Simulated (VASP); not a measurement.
# In2O3 (R-3c) in VASP: relaxation of cell and atoms with PBE

Aim: the relaxation of cell and atoms of In2O3 with PBE.

Program: VASP 6.6.1. These are calculated values, not measurements. Logs are shortened: lines on timing, memory, paths and dates and some standing lists are left out, and cuts for length are marked.

## Step 1: The cell of the first run

Symmetry: R-3c, No. 167, trigonal system. The conventional cell has a = 5.576 Å, b = 5.576 Å, c = 14.750 Å, α = 90.00°, β = 90.00°, γ = 120.00°. Within 2.9 Å of In (site symmetry 3) lie 6 O at 2.16 to 2.29 Å. Within 3.0 Å of O (site symmetry 2) lie 4 In at 2.16 to 2.29 Å and 4 O at 2.86 to 2.98 Å.

## Step 2: Relaxation of cell and atoms, PBE

INCAR reads:

```
SYSTEM = In2O3
ALGO = Normal
EDIFF = 1E-7
EDIFFG = -0.01
ENCUT = 600
GGA = PE
GGA_COMPAT = .False.
IBRION = 2
ISIF = 3
ISMEAR = 0
LASPH = .True.
LCHARG = .False.
LREAL = .False.
LWAVE = .False.
NELM = 120
NELMIN = 4
NSW = 100
PREC = Accurate
SIGMA = 0.02
```

KPOINTS reads:

```
k-points
0
Gamma
  6 6 6
  0 0 0
```

POSCAR reads:

```
In2O3
1.0
    2.7879965295      1.6096505468      4.9165342721
   -2.7879965295      1.6096505468      4.9165342721
    0.0000000000     -3.2193010936      4.9165342721
In O
4 6
Direct
    0.3572953597      0.3572953597      0.3572953597
    0.1427046403      0.1427046403      0.1427046403
    0.6427046403      0.6427046403      0.6427046403
    0.8572953597      0.8572953597      0.8572953597
    0.5464564540      0.9535435460      0.2500000000
    0.2500000000      0.5464564540      0.9535435460
    0.9535435460      0.2500000000      0.5464564540
    0.4535435460      0.0464564540      0.7500000000
    0.7500000000      0.4535435460      0.0464564540
    0.0464564540      0.7500000000      0.4535435460
```

Potentials or basis: VASP PAW PBE potentials, release 64 (In_d, O).

Started as:

```bash
$ cat potpaw_PBE.64/In_d/POTCAR potpaw_PBE.64/O/POTCAR > POTCAR
$ mpirun -np 1 vasp_std > vasp.out
```

OUTCAR:

```text
SYSTEM = In2O3
   EDIFF = 1E-7
   EDIFFG = -0.01
   ENCUT = 600
   GGA = PE
   IBRION = 2
   ISIF = 3
   ISMEAR = 0
   LASPH = .True.
   LREAL = .False.
   NELM = 120
   NELMIN = 4
   NSW = 100
   PREC = Accurate

 ion  position               nearest neighbor table
   1  0.357  0.357  0.357-   9 2.16   8 2.16  10 2.16   7 2.29   6 2.29   5 2.29   2 3.17   3 3.30
                             3 3.30   3 3.30   2 3.66   2 3.66   2 3.66
   2  0.143  0.143  0.143-  10 2.16   8 2.16   9 2.16   7 2.29   6 2.29   5 2.29   1 3.17   4 3.30
                             4 3.30   4 3.30   1 3.66   1 3.66   1 3.66
   3  0.643  0.643  0.643-   6 2.16   5 2.16   7 2.16   9 2.29  10 2.29   8 2.29   4 3.17   1 3.30
                             1 3.30   1 3.30   4 3.66   4 3.66   4 3.66
   4  0.857  0.857  0.857-   7 2.16   5 2.16   6 2.16   9 2.29  10 2.29   8 2.29   3 3.17   2 3.30
                             2 3.30   2 3.30   3 3.66   3 3.66   3 3.66
   5  0.546  0.954  0.250-   3 2.16   4 2.16   1 2.29   2 2.29
   6  0.250  0.546  0.954-   3 2.16   4 2.16   1 2.29   2 2.29
   7  0.954  0.250  0.546-   4 2.16   3 2.16   1 2.29   2 2.29
   8  0.454  0.046  0.750-   1 2.16   2 2.16   3 2.29   4 2.29
   9  0.750  0.454  0.046-   1 2.16   2 2.16   3 2.29   4 2.29
  10  0.046  0.750  0.454-   2 2.16   1 2.16   3 2.29   4 2.29

  LATTYP: Found a trigonal (rhomboedric) cell.
 ALAT       =     5.8767515500
 COS(alpha) =     0.5498680994

  Lattice vectors:

 A1 = (   2.7879965295,   1.6096505468,   4.9165342721)
 A2 = (  -2.7879965295,   1.6096505468,   4.9165342721)
 A3 = (   0.0000000000,  -3.2193010936,   4.9165342721)

Analysis of symmetry for initial positions (statically):
=====================================================================
 Subroutine PRICEL returns:
 Original cell was already a primitive cell.

 Routine SETGRP: Setting up the symmetry group for a
 trigonal (rhombohedral) supercell.

 Subroutine GETGRP returns: Found 12 space group operations
 (whereof  6 operations were pure point group operations)
 out of a pool of 12 trial point group operations.

The static configuration has the point symmetry S_6 .
 The point group associated with its full space group is D_3d.

Analysis of symmetry for dynamics (positions and initial velocities):
=====================================================================
 Subroutine PRICEL returns:
 Original cell was already a primitive cell.

 Routine SETGRP: Setting up the symmetry group for a
 trigonal (rhombohedral) supercell.

 Subroutine GETGRP returns: Found 12 space group operations
 (whereof  6 operations were pure point group operations)
 out of a pool of 12 trial point group operations.

The dynamic configuration has the point symmetry S_6 .
 The point group associated with its full space group is D_3d.

 Subroutine INISYM returns: Found 12 space group operations
 (whereof  6 operations are pure point group operations),
 and found     1 'primitive' translations

----------------------------------------------------------------------------------------

                                     Primitive cell

  volume of cell :     132.3836

  direct lattice vectors                    reciprocal lattice vectors
     2.787996529  1.609650547  4.916534272     0.179340252  0.103542143  0.067798436
    -2.787996529  1.609650547  4.916534272    -0.179340252  0.103542143  0.067798436
     0.000000000 -3.219301094  4.916534272     0.000000000 -0.207084285  0.067798436

  length of vectors
     5.876751550  5.876751550  5.876751550     0.217900273  0.217900273  0.217900273

  position of ions in fractional coordinates (direct lattice)
     0.357295360  0.357295360  0.357295360
     0.142704640  0.142704640  0.142704640
     0.642704640  0.642704640  0.642704640
     0.857295360  0.857295360  0.857295360
     0.546456454  0.953543546  0.250000000
     0.250000000  0.546456454  0.953543546
     0.953543546  0.250000000  0.546456454
     0.453543546  0.046456454  0.750000000
     0.750000000  0.453543546  0.046456454
     0.046456454  0.750000000  0.453543546

  ion indices of the primitive-cell ions
   primitive index   ion index
                 1           1
                 2           2
                 3           3
                 4           4
                 5           5
                 6           6
                 7           7
                 8           8
                 9           9
                10          10

----------------------------------------------------------------------------------------

 KPOINTS: k-points

Automatic generation of k-mesh.
 Grid dimensions read from file:
 generate k-points for:    6    6    6

 Generating k-lattice:

  Cartesian coordinates                     Fractional coordinates (reciprocal lattice)
     0.029890042  0.017257024  0.011299739     0.166666667  0.000000000  0.000000000
    -0.029890042  0.017257024  0.011299739     0.000000000  0.166666667  0.000000000
     0.000000000 -0.034514048  0.011299739     0.000000000  0.000000000  0.166666667

  Length of vectors
     0.036316712  0.036316712  0.036316712

  Shift w.r.t. Gamma in fractional coordinates (k-lattice)
     0.000000000  0.000000000  0.000000000

 Subroutine IBZKPT returns following result:
 ===========================================

 Found     32 irreducible k-points:

 Following reciprocal coordinates:
            Coordinates               Weight
  0.000000  0.000000  0.000000      1.000000
  0.166667 -0.000000 -0.000000      6.000000
  0.333333 -0.000000  0.000000      6.000000
  0.500000 -0.000000  0.000000      3.000000
  0.166667  0.166667 -0.000000      6.000000
  0.333333  0.166667  0.000000     12.000000
[... 16 lines left out ...]
  0.500000  0.500000  0.166667      6.000000
 -0.333333  0.500000  0.166667     12.000000
 [... further k-points ...]
   k-points           NKPTS =     32   k-points in BZ     NKDIM =     32   number of bands    NBANDS=     52
   number of dos      NEDOS =    301   number of ions     NIONS =     10
   total plane-waves  NPLWV = 110592
   dimension x,y,z NGX =    48 NGY =   48 NGZ =   48
   dimension x,y,z NGXF=    96 NGYF=   96 NGZF=   96
   ions per type =               4   6
   NGX,Y,Z   is equivalent  to a cutoff of  13.58, 13.58, 13.58 a.u.
   NGXF,Y,Z  is equivalent  to a cutoff of  27.16, 27.16, 27.16 a.u.
 SYSTEM =  In2O3
   PREC   = accura    normal or accurate (medium, high low for compatibility)
   ISTART =      0    job   : 0-new  1-cont  2-samecut
   ICHARG =      2    charge: 1-file 2-atom 10-const
   ISPIN  =      1    spin polarized calculation?
   LNONCOLLINEAR =      F non collinear calculations
   LSORBIT =      F    spin-orbit coupling
   LASPH  =      T    aspherical Exc in radial PAW
   ENCUT  =  600.0 eV  44.10 Ry    6.64 a.u.  11.74 11.74 11.74*2*pi/ulx,y,z
   NELM   =    120;   NELMIN=  4; NELMDL= -5     # of ELM steps
   EDIFF  = 0.1E-06   stopping-criterion for ELM
   LREAL  =      F    real-space projection
   EDIFFG = -.1E-01   stopping-criterion for IOM
   NSW    =    100    number of steps for IOM
   IBRION =      2    ionic relax: 0-MD 1-quasi-New 2-CG
   NFREE  =      1    steps in history (QN), initial steepest desc. (CG)
   ISIF   =      3    stress and relaxation
   ISYM   =      2    0-nonsym 1-usesym 2-fastsym
   POTIM  = 0.5000    time-step for ionic-motion
   TEBEG  =    0.0;   TEEND  =   0.0 temperature during run
   PSTRESS=    0.0 pullay stress
   NELECT =      88.0000    total number of electrons
   NUPDOWN=      -1.0000    fix difference up-down
   EMIN   =  10.00;   EMAX   =-10.00  energy-range for DOS
   EFERMI =   0.00;   METHOD = LEGACY
   ISMEAR =     0;   SIGMA  =   0.02  broadening in eV -4-tet -1-fermi 0-gaus
   EFERMI_NEDOS =   21; number of points for ismear=-14 and -15
   IALGO  =     38    algorithm
   IMIX   =      4    mixing-type and parameters
     AMIX     =   0.40;   BMIX     =  1.00
     AMIX_MAG =   1.60;   BMIX_MAG =  1.00
  volume/ion in A,a.u.               =      13.24        89.34
  Fermi-wavevector in a.u.,A,eV,Ry     =   1.428755  2.699955 27.774117  2.041340
  Thomas-Fermi vector in A             =   2.548782
   LORBIT       =      0    0 simple, 1 ext, 2 COOP (PROOUT), +10 PAW based schemes
   GGA     = PE    functional components
   LHFCALC =     F    Hartree Fock is set to
   AEXX    =    0.0000 exact exchange contribution
   IVDW    =     0    specifies the selected vdW correction
   LEPSILON=     F    determine dielectric tensor
   LRPA    =     F    only Hartree local field effects (RPA)
 conjugate gradient relaxation of ions
 non-spin polarized calculation
 Gauss-broadening in eV      SIGMA  =   0.02
  energy-cutoff  :      600.00
  volume of cell :      132.38
 maximum number of plane-waves:      4441
   NGX = 23   NGY = 23   NGZ = 23

--------------------------------------- Ionic step        1  -------------------------------------------

 number of electron      88.0000008 magnetization

 Free energy of the ion-electron system (eV)
  ---------------------------------------------------
  ext. energy  EPLUGINS =         0.00000000
  ---------------------------------------------------
  free energy    TOTEN  =       -55.48783600 eV

  energy without entropy =      -55.48783600  energy(sigma->0) =      -55.48783600

------------------------ aborting loop because EDIFF is reached ----------------------------------------

  FORCE on cell =-STRESS in cart. coord.  units (eV):
  Direction    XX          YY          ZZ          XY          YZ          ZX
  --------------------------------------------------------------------------------------
  -------------------------------------------------------------------------------------
  Total        0.2799645      0.2799645      0.1790529     -0.0000000      0.0000000     -0.0000000
  in kB        3.3882809      3.3882809      2.1669948     -0.0000000      0.0000000     -0.0000000
  external PRESSURE =       2.9811855 kB  Pullay stress =       0.0000000 kB
[... 117 lines left out ...]
  energy  without entropy=      -55.4881271399  energy(sigma->0) =      -55.48812714

--------------------------------------- Ionic step        4  -------------------------------------------

 number of electron      88.0000007 magnetization

 Free energy of the ion-electron system (eV)
  ---------------------------------------------------
  ext. energy  EPLUGINS =         0.00000000
  ---------------------------------------------------
  free energy    TOTEN  =       -55.48815540 eV

  energy without entropy =      -55.48815540  energy(sigma->0) =      -55.48815540

 E-fermi :   5.1948     XC(G=0): -10.9671

 val. band max:        5.0416312523   @ k =  -0.1667   0.1667   0.0000
 cond. band min:       5.9900180354   @ k =   0.0000   0.0000   0.0000
 fundamental gap:      0.9483867831
 Fermi energy:         5.1948107024

 k-point     1 :       0.0000    0.0000    0.0000
  band No.  band energies     occupation
      1     -12.2936      2.00000
      2     -11.4940      2.00000
      3     -11.4940      2.00000
      4     -11.2995      2.00000
      5     -11.2995      2.00000
      6     -11.2192      2.00000
[... 1309 lines left out ...]
     51      13.5876      0.00000
     52      14.2871      0.00000

 [... further k-points ...]

------------------------ aborting loop because EDIFF is reached ----------------------------------------

  FORCE on cell =-STRESS in cart. coord.  units (eV):
  Direction    XX          YY          ZZ          XY          YZ          ZX
  --------------------------------------------------------------------------------------
  -------------------------------------------------------------------------------------
  Total       -0.0150262     -0.0150262      0.0194837      0.0000000      0.0000000      0.0000000
  in kB       -0.1814965     -0.1814965      0.2353370      0.0000000      0.0000000      0.0000000
  external PRESSURE =      -0.0425520 kB  Pullay stress =       0.0000000 kB
[... 25 lines left out ...]
  FREE ENERGIE OF THE ION-ELECTRON SYSTEM (eV)
  ---------------------------------------------------
  free  energy   TOTEN  =       -55.4881554037 eV

  energy  without entropy=      -55.4881554037  energy(sigma->0) =      -55.48815540

 reached required accuracy - stopping structural energy minimisation
```

Wall time 11 min (1 thread of Intel Xeon 6975P-C (Granite Rapids), shared host); peak memory 0.46 GiB.

Results:

```yaml
Free_energy: -55.4882 eV
Relaxed_volume: 13.26 Å³/atom
Relaxed_cell: a = 5.880 Å, b = 5.880 Å, c = 5.880 Å, α = 56.65°, β = 56.65°, γ = 56.65°
Space_group_after_relaxing_to_0.1_Å: R-3c (No. 167)
Energy_gained_by_relaxing: 0.0 meV/atom
Ionic_steps: 4
Pressure_after_relaxing: 0.0 GPa
Largest_force_after_relaxing: 0.005 eV/Å
Band_gap_on_the_k_mesh: 0.95 eV (least direct gap 1.03 eV)
```

Forces in eV/Å, atoms in the order of the input:
```
In   0.000  0.000 -0.005
In   0.000  0.000  0.005
In   0.000  0.000  0.005
In   0.000  0.000 -0.005
O    0.002  0.000  0.000
O   -0.001  0.001  0.000
O   -0.001 -0.001  0.000
O   -0.002  0.000  0.000
O    0.001 -0.001  0.000
O    0.001  0.001  0.000
```

Step by step:
```
step  energy change (eV)  largest force (eV/Å)  pressure (GPa)  volume (Å³)
   1              0.0000                0.0205            0.30       132.38
   2             -0.0001                0.0097           -0.25       132.86
   3             -0.0003                0.0143           -0.02       132.66
   4             -0.0003                0.0053            0.00       132.65
```

Final structure:
```yaml
crystal:
  lattice:
    - [2.79010, 1.61086, 4.91883]
    - [-2.79010, 1.61086, 4.91883]
    - [0.00000, -3.22173, 4.91883]
  atoms:
    - { symbol: In, position: [0.35721, 0.35721, 0.35721] }
    - { symbol: In, position: [0.14279, 0.14279, 0.14279] }
    - { symbol: In, position: [0.64279, 0.64279, 0.64279] }
    - { symbol: In, position: [0.85721, 0.85721, 0.85721] }
    - { symbol: O, position: [0.54639, 0.95361, 0.25000] }
    - { symbol: O, position: [0.25000, 0.54639, 0.95361] }
    - { symbol: O, position: [0.95361, 0.25000, 0.54639] }
    - { symbol: O, position: [0.45361, 0.04639, 0.75000] }
    - { symbol: O, position: [0.75000, 0.45361, 0.04639] }
    - { symbol: O, position: [0.04639, 0.75000, 0.45361] }
```

Levels at points of the mesh, in eV from the valence-band top:
```
           k point  band 41  band 42  band 43  band 44  band 45  band 46  band 47  band 48
(0.00, 0.00, 0.00)    -0.24    -0.24    -0.08    -0.08     0.95     5.30     5.83     6.92
(0.50, 0.00, 0.00)    -0.72    -0.72    -0.06    -0.06     4.61     4.61     5.53     5.53
(0.50, 0.50, 0.00)    -0.52    -0.35    -0.10    -0.05     4.79     5.17     6.04     6.19
(0.50, 0.50, 0.50)    -0.19    -0.19    -0.19    -0.19     4.08     4.08     6.70     6.70
```

Caveat: spin-orbit coupling is left out, which moves the levels of the heavy elements.
